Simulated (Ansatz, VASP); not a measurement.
Cd in VASP and in Ansatz

```
Cd
1.0
     4.95987    0.00000    0.00000
    -2.47993    4.29537    0.00000
     0.00000    0.00000    3.15564
Cd
3
Direct
  0.00000 0.00000 0.00000
  0.33333 0.66667 0.50000
  0.66667 0.33333 0.50000
```

Alike in both runs: functional r2SCAN; k mesh 12 × 12 × 14; occupations gaussian, width 0.1 eV; no spin polarisation.

Ansatz relaxed the structure, and its values are those at the end. VASP's run is a single point on that final structure, the one shown.

```csv
,VASP,Ansatz
version,VASP 6.6.1,Ansatz 0.2.0
potentials or method,"VASP PAW PBE potentials, release 64 (Cd), cutoff 520 eV","scalar-relativistic, plane waves, PAW"
valence electrons in the cell,36,60
```

```csv
,VASP,Ansatz,Ansatz less VASP
gap on the k mesh at the Fermi level (eV),none,none,-
pressure (GPa),0.3,0.0,-0.31
```

VASP's potentials were made for PBE, not for r2SCAN. A gap of «none» marks a metal or a gap that the smearing closes. With one functional, cell and mesh, what is left measures potentials, basis and numerics. VASP's potentials hold 36 valence electrons a cell and Ansatz's 60, so a difference there can come from the potentials and not from the codes.
